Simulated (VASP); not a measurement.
**As: relaxation of shape and atoms at fixed volume with PBE**

As:

```
As
1.0
     2.52291    0.00000    0.00000
    -1.26145    2.18490    0.00000
     0.00000    0.00000    2.36517
As
1
Cartesian
  0.0000 0.0000 0.0000
```

| Property | Result |
| --- | --- |
| Program | VASP 6.6.1 |
| Task | relaxation of shape and atoms at fixed volume |
| Functional | PBE |
| Potentials or basis | VASP PAW PBE potentials, release 64 (As) |
| Cutoff | 600 eV |
| k mesh | 15 × 15 × 14 |
| Occupations | fermi-dirac, width 0.05 eV |
| Spin | no spin polarisation |
| Dipole correction | no |
| Further INCAR settings | ALGO = Normal; EDIFF = 1e-07; IBRION = 2; EDIFFG = -0.005; NSW = 50; ISIF = 4 |

```yaml
Energy_gained_by_relaxing: 1.0 meV/atom
Ionic_steps: 4
Pressure_after_relaxing: 87.4 GPa
```

Step by step:
```
step  energy change (eV)  largest force (eV/Å)  pressure (GPa)  volume (Å³)
   1              0.0000                0.0000           87.36        13.04
   2              0.0043                0.0000           87.66        13.04
   3             -0.0010                0.0000           87.39        13.04
   4             -0.0010                0.0000           87.39        13.04
```

Final structure:
```
CELL_PARAMETERS angstrom
2.52843 0.00000 0.00000
-1.26421 2.18968 0.00000
0.00000 0.00000 2.35486
ATOMIC_POSITIONS crystal
As 0.00000 0.00000 0.00000
```

Levels at points of the mesh, in eV from the Fermi level:
| k point | band 1 | band 2 | band 3 | band 4 | band 5 |
| --- | --- | --- | --- | --- | --- |
| (0.00, 0.00, 0.00) | -19.79 | 5.82 | 7.85 | 7.85 | 9.01 |
| (0.00, 0.00, 0.50) | -14.39 | -11.09 | 12.19 | 12.19 | 17.59 |

Wall time 21 s on 1 thread of Intel(R) Xeon(R) Platinum 8375C CPU @ 2.90GHz (Ice Lake), on a shared host, peak memory 0.13 GiB.
